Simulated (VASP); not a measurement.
# LiCl (Fm-3m) in VASP: further runs

Aim: see how the results for LiCl move with the level of theory and the settings. Levels: PBEsol, PBE, LDA. Tasks: elastic constants, vibrations by perturbation theory, dielectric tensor.

Program: VASP 6.6.1. These are calculated values, not measurements. Logs are shortened: lines on timing, memory, paths and dates and some standing lists are left out, and cuts for length are marked.

### Step 1. The cell of the first run

It takes space group Fm-3m (No. 225, cubic). Conventional cell: a = 5.130 Å, b = 5.130 Å, c = 5.130 Å, α = 90.00°, β = 90.00°, γ = 90.00°. Within 3.4 Å of Cl (site symmetry m-3m) lie 6 Li at 2.56 Å. Li (site symmetry m-3m) has 6 Cl at 2.56 Å within 3.4 Å.

### Step 2. Elastic constants, PBEsol

Input file INCAR:

```
PREC = Accurate
ENCUT = 600
EDIFF = 1E-8
ISMEAR = -1
SIGMA = 0.05
LREAL = F
LASPH = T
NELM = 60
ALGO = Normal
ISIF = 3
LWAVE = F
LCHARG = F
GGA = PS
NBANDS = 12
IBRION = 6
NFREE = 2
POTIM = 0.015
NSW = 1
```

Input file KPOINTS:

```
regular mesh
0
Gamma
  7 7 7
```

Input file POSCAR:

```
LiCl
1.0
    0.0000000000      2.5647700000      2.5647700000
    2.5647700000      0.0000000000      2.5647700000
    2.5647700000      2.5647700000      0.0000000000
Cl Li
1 1
Direct
    0.5000000000      0.5000000000      0.5000000000
    0.0000000000      0.0000000000      0.0000000000
```

Potentials or basis: VASP PAW PBE potentials, release 64 (Cl, Li_sv).

Started as:

```console
cat potpaw_PBE.64/Cl/POTCAR potpaw_PBE.64/Li_sv/POTCAR > POTCAR
mpirun -np 1 vasp_std > vasp.out
```

OUTCAR:

```text
PREC = Accurate
   ENCUT = 600
   EDIFF = 1E-8
   ISMEAR = -1
   LREAL = F
   LASPH = T
   NELM = 60
   ISIF = 3
   GGA = PS
   IBRION = 6
   NFREE = 2
   POTIM = 0.015
   NSW = 1

 ion  position               nearest neighbor table
   1  0.500  0.500  0.500-   2 2.56   2 2.56   2 2.56   2 2.56   2 2.56   2 2.56
   2  0.000  0.000  0.000-   1 2.56   1 2.56   1 2.56   1 2.56   1 2.56   1 2.56

  LATTYP: Found a face centered cubic cell.
 ALAT       =     5.1295400000

  Lattice vectors:

 A1 = (   0.0000000000,   2.5647700000,   2.5647700000)
 A2 = (   2.5647700000,   0.0000000000,   2.5647700000)
 A3 = (   2.5647700000,   2.5647700000,   0.0000000000)

Analysis of symmetry for initial positions (statically):
=====================================================================
 Subroutine PRICEL returns:
 Original cell was already a primitive cell.

 Routine SETGRP: Setting up the symmetry group for a
 face centered cubic supercell.

 Subroutine GETGRP returns: Found 48 space group operations
 (whereof 48 operations were pure point group operations)
 out of a pool of 48 trial point group operations.

The static configuration has the point symmetry O_h .

Analysis of symmetry for dynamics (positions and initial velocities):
=====================================================================
 Subroutine PRICEL returns:
 Original cell was already a primitive cell.

 Routine SETGRP: Setting up the symmetry group for a
 face centered cubic supercell.

 Subroutine GETGRP returns: Found 48 space group operations
 (whereof 48 operations were pure point group operations)
 out of a pool of 48 trial point group operations.

The dynamic configuration has the point symmetry O_h .

 Subroutine INISYM returns: Found 48 space group operations
 (whereof 48 operations are pure point group operations),
 and found     1 'primitive' translations

----------------------------------------------------------------------------------------

                                     Primitive cell

  volume of cell :      33.7423

  direct lattice vectors                    reciprocal lattice vectors
     0.000000000  2.564770000  2.564770000    -0.194949255  0.194949255  0.194949255
     2.564770000  0.000000000  2.564770000     0.194949255 -0.194949255  0.194949255
     2.564770000  2.564770000  0.000000000     0.194949255  0.194949255 -0.194949255

  length of vectors
     3.627132518  3.627132518  3.627132518     0.337662014  0.337662014  0.337662014

  position of ions in fractional coordinates (direct lattice)
     0.500000000  0.500000000  0.500000000
     0.000000000  0.000000000  0.000000000

  ion indices of the primitive-cell ions
   primitive index   ion index
                 1           1
                 2           2

----------------------------------------------------------------------------------------

 KPOINTS: regular mesh

Automatic generation of k-mesh.
 Grid dimensions read from file:
 generate k-points for:    7    7    7

 Generating k-lattice:

  Cartesian coordinates                     Fractional coordinates (reciprocal lattice)
    -0.027849894  0.027849894  0.027849894     0.142857143  0.000000000  0.000000000
     0.027849894 -0.027849894  0.027849894     0.000000000  0.142857143  0.000000000
     0.027849894  0.027849894 -0.027849894     0.000000000  0.000000000  0.142857143

  Length of vectors
     0.048237431  0.048237431  0.048237431

  Shift w.r.t. Gamma in fractional coordinates (k-lattice)
     0.000000000  0.000000000  0.000000000

 Subroutine IBZKPT returns following result:
[... 214 lines left out ...]
      7      12.1378      0.00000
      8      12.2665      0.00000
      9      12.2665      0.00000
     10      14.5600      0.00000
     11      14.8534      0.00000
     12      14.8535      0.00000
[... 331 lines left out ...]
 k-point    24 :      -0.4286    0.0000    0.1429
  band No.  band energies     occupation
      1     -42.4120      2.00000
      2     -12.3044      2.00000
      3      -2.2509      2.00000
      4      -0.4138      2.00000
      5       0.0464      2.00000
      6       7.7064      0.00000
      7       9.8091      0.00000
      8      10.2131      0.00000
      9      12.5013      0.00000
     10      16.4768      0.00000
     11      16.7265      0.00000
     12      17.6458      0.00000

 [... further k-points ...]

[... ionic steps 4 to 14 ...]

--------------------------------------- Ionic step       15  -------------------------------------------

 number of electron      10.0000004 magnetization

------------------------ aborting loop because EDIFF is reached ----------------------------------------
[... 67 lines left out ...]
--------------------------------------- Ionic step       17  -------------------------------------------

 number of electron      10.0000001 magnetization

 Free energy of the ion-electron system (eV)
  ---------------------------------------------------
  ext. energy  EPLUGINS =         0.00000000
  ---------------------------------------------------
  free energy    TOTEN  =        -7.63452172 eV

  energy without entropy =       -7.63452172  energy(sigma->0) =       -7.63452172

 E-fermi :   1.6655     XC(G=0):  -8.9104

 val. band max:        0.5342700252   @ k =   0.0000   0.0000   0.0000
 cond. band min:       6.6699642108   @ k =   0.0000   0.0000   0.0000
 fundamental gap:      6.1356941856
 Fermi energy:         1.6654619705

 k-point     1 :       0.0000    0.0000    0.0000
  band No.  band energies     occupation
      1     -42.2783      2.00000
      2     -12.8583      2.00000
      3       0.5340      2.00000
      4       0.5343      2.00000
      5       0.5343      2.00000
      6       6.6700      0.00000
      7      12.3447      0.00000
      8      12.3447      0.00000
      9      12.3460      0.00000
     10      14.9340      0.00000
     11      14.9516      0.00000
     12      14.9516      0.00000
[... 331 lines left out ...]
 k-point    24 :       0.0000   -0.4286    0.1429
  band No.  band energies     occupation
      1     -42.2750      2.00000
      2     -12.2245      2.00000
      3      -2.1987      2.00000
      4      -0.3315      2.00000
      5       0.1589      2.00000
      6       7.8474      0.00000
      7       9.9082      0.00000
      8      10.3579      0.00000
      9      12.7323      0.00000
     10      16.7253      0.00000
     11      16.8969      0.00000
     12      17.8584      0.00000

 [... further k-points ...]

------------------------ aborting loop because EDIFF is reached ----------------------------------------

  FORCE on cell =-STRESS in cart. coord.  units (eV):
  Direction    XX          YY          ZZ          XY          YZ          ZX
  --------------------------------------------------------------------------------------
  -------------------------------------------------------------------------------------
  Total       -0.2733947     -0.2752435     -0.2752435     -0.0000000      0.0000000      0.0000000
  in kB      -12.9815138    -13.0693020    -13.0693020     -0.0000000      0.0000000      0.0000000
  external PRESSURE =     -13.0400392 kB  Pullay stress =       0.0000000 kB
[... 17 lines left out ...]
  FREE ENERGIE OF THE ION-ELECTRON SYSTEM (eV)
  ---------------------------------------------------
  free  energy   TOTEN  =        -7.6345217177 eV

  energy  without entropy=       -7.6345217177  energy(sigma->0) =       -7.63452172

 INTERNAL STRAIN TENSORS FROM STRAINED CELLS
 ============================================

 INTERNAL STRAIN TENSOR FOR ION    1 for displacements in x,y,z  (eV/Angst):
          X           Y           Z          XY          YZ          ZX
  --------------------------------------------------------------------------------
  x    -0.00000    -0.00000     0.00000    -0.00000    -0.00000     0.00000
  y     0.00000     0.00000    -0.00000    -0.00000     0.00000     0.00000
  z    -0.00000     0.00000    -0.00000     0.00000    -0.00000    -0.00000

 INTERNAL STRAIN TENSORS FROM DISPLACED ATOMS
 ============================================

 INTERNAL STRAIN TENSOR FOR ION    1 for displacements in x,y,z  (eV/Angst):
          X           Y           Z          XY          YZ          ZX
  --------------------------------------------------------------------------------
  x     0.00000     0.00000     0.00000     0.00000     0.00000     0.00000
  y     0.00000     0.00000     0.00000     0.00000     0.00000     0.00000
  z     0.00000     0.00000     0.00000     0.00000     0.00000     0.00000

 INTERNAL STRAIN TENSOR FOR ION    2 for displacements in x,y,z  (eV/Angst):
          X           Y           Z          XY          YZ          ZX
  --------------------------------------------------------------------------------
  x     0.00000     0.00000     0.00000     0.00000     0.00000     0.00000
  y     0.00000     0.00000     0.00000     0.00000     0.00000     0.00000
  z     0.00000     0.00000     0.00000     0.00000     0.00000     0.00000

 Eigenvectors and eigenvalues of the dynamical matrix
 ----------------------------------------------------

   1 f  =    5.459819 THz    34.305053 2PiTHz  182.119948 cm-1    22.579986 meV
             X         Y         Z           dx          dy          dz
      2.564770  2.564770  2.564770    -0.404106    0.000000    0.000000
      0.000000  0.000000  0.000000     0.914712    0.000000    0.000000
[... 21 lines left out ...]
   6 f/i=    0.013143 THz     0.082582 2PiTHz    0.438415 cm-1     0.054356 meV
             X         Y         Z           dx          dy          dz
      2.564770  2.564770  2.564770     0.000000    0.000000    0.914712
      0.000000  0.000000  0.000000     0.000000    0.000000    0.404106

--------------------------------------------------------------------------------------------------------

 ELASTIC MODULI CONTR FROM IONIC RELAXATION (kBar)
 Direction    XX          YY          ZZ          XY          YZ          ZX
 --------------------------------------------------------------------------------
 XX           0.0000      0.0000      0.0000      0.0000      0.0000      0.0000
 YY           0.0000      0.0000      0.0000      0.0000      0.0000      0.0000
 ZZ           0.0000      0.0000      0.0000      0.0000      0.0000      0.0000
 XY           0.0000      0.0000      0.0000      0.0000      0.0000      0.0000
 YZ           0.0000      0.0000      0.0000      0.0000      0.0000      0.0000
 ZX           0.0000      0.0000      0.0000      0.0000      0.0000      0.0000
 --------------------------------------------------------------------------------

 TOTAL ELASTIC MODULI (kBar)
 Direction    XX          YY          ZZ          XY          YZ          ZX
 --------------------------------------------------------------------------------
 XX         532.8286    196.0671    196.0671     -0.0000     -0.0000      0.0000
 YY         196.0671    532.8286    196.0671      0.0000     -0.0000      0.0000
 ZZ         196.0671    196.0671    532.8286     -0.0000     -0.0000      0.0000
 XY          -0.0000      0.0000     -0.0000    239.4314      0.0000     -0.0000
 YZ          -0.0000     -0.0000     -0.0000      0.0000    239.4314      0.0000
 ZX           0.0000      0.0000      0.0000     -0.0000      0.0000    239.4314
 --------------------------------------------------------------------------------
```

It took 3.8 min on 1 thread of Intel Xeon 6975P-C (Granite Rapids), shared host; peak memory 0.22 GiB.

What came out:

```yaml
Elastic_constants_C11_C12_C44: 53, 20, 24 GPa
Voigt_bulk_modulus: 31 GPa
Highest_phonon_frequency_at_Γ_LO-TO_splitting_left_out: 182 cm⁻¹
```

Phonon frequencies in cm⁻¹ (negative: imaginary):
```
              q point        frequencies
(0.000, 0.000, 0.000)  0 0 0 182 182 182
```

Elastic tensor in Voigt notation (GPa, in the Cartesian axes of the cell as first typed):
```
53 20 20  0  0  0
20 53 20  0  0  0
20 20 53  0  0  0
 0  0  0 24  0  0
 0  0  0  0 24  0
 0  0  0  0  0 24
```

Clamped-ion elastic tensor (GPa):
```
53 20 20  0  0  0
20 53 20  0  0  0
20 20 53  0  0  0
 0  0  0 24  0  0
 0  0  0  0 24  0
 0  0  0  0  0 24
```

Caveat: the cell is under stress, which shifts elastic constants; the cutoff is under 1.25 times the usual one of these potentials, so pressure, stress and relaxed cells hold a basis-set (Pulay) error; the PAW data sets were made with another functional, which shifts forces and pressure a little.

### Step 3. Vibrations by perturbation theory, PBE

Input file INCAR:

```
ALGO = Normal
EDIFF = 1E-8
ENCUT = 520
GGA = PE
IBRION = 8
ISIF = 2
ISMEAR = -1
LASPH = T
LCHARG = F
LREAL = F
LWAVE = F
NELM = 60
NSW = 1
PREC = Accurate
SIGMA = 0.05
```

Input file KPOINTS:

```
k-points
0
Gamma
  7 7 7
```

POSCAR is that of step 2.

Potentials or basis: VASP PAW PBE potentials, release 64 (Cl, Li_sv).

Started as:

```console
cat potpaw_PBE.64/Cl/POTCAR potpaw_PBE.64/Li_sv/POTCAR > POTCAR
mpirun -np 1 vasp_std > vasp.out
```

OUTCAR:

```text
EDIFF = 1E-8
   ENCUT = 520
   GGA = PE
   IBRION = 8
   ISIF = 2
   ISMEAR = -1
   LASPH = T
   LREAL = F
   NELM = 60
   NSW = 1
   PREC = Accurate

 ion  position               nearest neighbor table
   1  0.500  0.500  0.500-   2 2.56   2 2.56   2 2.56   2 2.56   2 2.56   2 2.56
   2  0.000  0.000  0.000-   1 2.56   1 2.56   1 2.56   1 2.56   1 2.56   1 2.56

  LATTYP: Found a face centered cubic cell.
 ALAT       =     5.1295400000

  Lattice vectors:

 A1 = (   0.0000000000,   2.5647700000,   2.5647700000)
 A2 = (   2.5647700000,   0.0000000000,   2.5647700000)
 A3 = (   2.5647700000,   2.5647700000,   0.0000000000)

Analysis of symmetry for initial positions (statically):
=====================================================================
 Subroutine PRICEL returns:
 Original cell was already a primitive cell.

 Routine SETGRP: Setting up the symmetry group for a
 face centered cubic supercell.

 Subroutine GETGRP returns: Found 48 space group operations
 (whereof 48 operations were pure point group operations)
 out of a pool of 48 trial point group operations.

The static configuration has the point symmetry O_h .

Analysis of symmetry for dynamics (positions and initial velocities):
=====================================================================
 Subroutine PRICEL returns:
 Original cell was already a primitive cell.

 Routine SETGRP: Setting up the symmetry group for a
 face centered cubic supercell.

 Subroutine GETGRP returns: Found 48 space group operations
 (whereof 48 operations were pure point group operations)
 out of a pool of 48 trial point group operations.

[... 415 lines left out ...]
    total drift:                                0.000000      0.000000      0.000000

  FREE ENERGIE OF THE ION-ELECTRON SYSTEM (eV)
  ---------------------------------------------------
  free  energy   TOTEN  =        -7.3857489227 eV

  energy  without entropy=       -7.3857489226  energy(sigma->0) =       -7.38574892

[... ionic steps 2 to 3 ...]

--------------------------------------- Ionic step        4  -------------------------------------------

------------------------ aborting loop because EDIFF is reached ----------------------------------------

[... ionic steps 5 to 6 ...]

--------------------------------------- Ionic step        7  -------------------------------------------

 Free energy of the ion-electron system (eV)
  ---------------------------------------------------
  ---------------------------------------------------
  free energy    TOTEN  =        -0.16732106 eV

  energy without entropy =       -0.16732106

------------------------ aborting loop because EDIFF is reached ----------------------------------------

 INTERNAL STRAIN TENSOR  FOR ION    2  DIRECTION 1   (eV/Angst):
 -----------------------------------------------------------------------------
     0.00382  0.00000  0.00000
     0.00000  0.00023 -0.00000
     0.00000 -0.00000  0.00023

 INTERNAL STRAIN TENSOR FOR ION    2 for displacements in x,y,z  (eV/Angst):
          X           Y           Z          XY          YZ          ZX
  --------------------------------------------------------------------------------
  x     0.00000     0.00000     0.00000     0.00000     0.00000     0.00000
  y     0.00000     0.00000     0.00000     0.00000     0.00000     0.00000
  z     0.00000     0.00000     0.00000     0.00000     0.00000     0.00000

 SECOND DERIVATIVES (NOT SYMMETRIZED)
 ------------------------------------
               1X          1Y          1Z          2X          2Y          2Z
  1X    -0.671217    0.000000    0.000000    0.671217    0.000000    0.000000
  1Y     0.000000   -0.671217    0.000000    0.000000    0.671217    0.000000
  1Z     0.000000    0.000000   -0.671217    0.000000    0.000000    0.671217
  2X     0.655363    0.000000    0.000000   -0.655363    0.000000    0.000000
  2Y     0.000000    0.655363    0.000000    0.000000   -0.655363    0.000000
  2Z     0.000000    0.000000    0.655363    0.000000    0.000000   -0.655363

 Eigenvectors and eigenvalues of the dynamical matrix
 ----------------------------------------------------

   1 f  =    5.241813 THz    32.935280 2PiTHz  174.848046 cm-1    21.678385 meV
             X         Y         Z           dx          dy          dz
      2.564770  2.564770  2.564770     0.000000    0.410389    0.000000
      0.000000  0.000000  0.000000     0.000000   -0.911911    0.000000
[... 21 lines left out ...]
   6 f/i=    0.023444 THz     0.147306 2PiTHz    0.782023 cm-1     0.096958 meV
             X         Y         Z           dx          dy          dz
      2.564770  2.564770  2.564770     0.000000    0.000000    0.911911
      0.000000  0.000000  0.000000     0.000000    0.000000    0.410389

--------------------------------------------------------------------------------------------------------

 ELASTIC MODULI CONTR FROM IONIC RELAXATION (kBar)
 Direction    XX          YY          ZZ          XY          YZ          ZX
 --------------------------------------------------------------------------------
 XX           0.0000      0.0000      0.0000      0.0000      0.0000      0.0000
 YY           0.0000      0.0000      0.0000      0.0000      0.0000      0.0000
 ZZ           0.0000      0.0000      0.0000      0.0000      0.0000      0.0000
 XY           0.0000      0.0000      0.0000      0.0000      0.0000      0.0000
 YZ           0.0000      0.0000      0.0000      0.0000      0.0000      0.0000
 ZX           0.0000      0.0000      0.0000      0.0000      0.0000      0.0000
 --------------------------------------------------------------------------------
```

OSZICAR:

```text
N       E                     dE             d eps       ncg     rms          rms(c)
DAV:   1     0.439429878022E+02    0.43943E+02   -0.41625E+03   360   0.102E+03
DAV:   2    -0.566290169940E+01   -0.49606E+02   -0.48542E+02   494   0.168E+02
DAV:   3    -0.742028490277E+01   -0.17574E+01   -0.17557E+01   455   0.365E+01
[... 65 lines left out ...]
RMM:  30    -0.167320350407E+00   -0.26251E-06    0.95063E-08  1782   0.148E-04    0.286E-05
RMM:  31    -0.167320719275E+00   -0.36887E-06    0.88406E-08  1933   0.140E-04    0.178E-05
RMM:  32    -0.167320896849E+00   -0.17757E-06    0.80223E-08  1711   0.108E-04    0.177E-05
RMM:  33    -0.167321019114E+00   -0.12227E-06    0.71884E-08  1573   0.905E-05    0.112E-05
RMM:  34    -0.167321049964E+00   -0.30849E-07    0.62944E-08  1435   0.719E-05    0.335E-06
RMM:  35    -0.167321056969E+00   -0.70058E-08    0.54761E-08  1100   0.597E-05    0.231E-06
 Linear response finished
```

It took 71 s on 1 thread of AMD EPYC 9R45 (Zen 5), shared host; peak memory 0.15 GiB.

What came out:

```yaml
Highest_phonon_frequency_at_Γ_LO-TO_splitting_left_out: 175 cm⁻¹
```

Phonon frequencies in cm⁻¹ (negative: imaginary):
```
              q point           frequencies
(0.000, 0.000, 0.000)  -1 -1 -1 175 175 175
```

Caveat: the cutoff is under 1.25 times the usual one of these potentials, so pressure, stress and relaxed cells hold a basis-set (Pulay) error.

(Continued in part 2 of 2.)
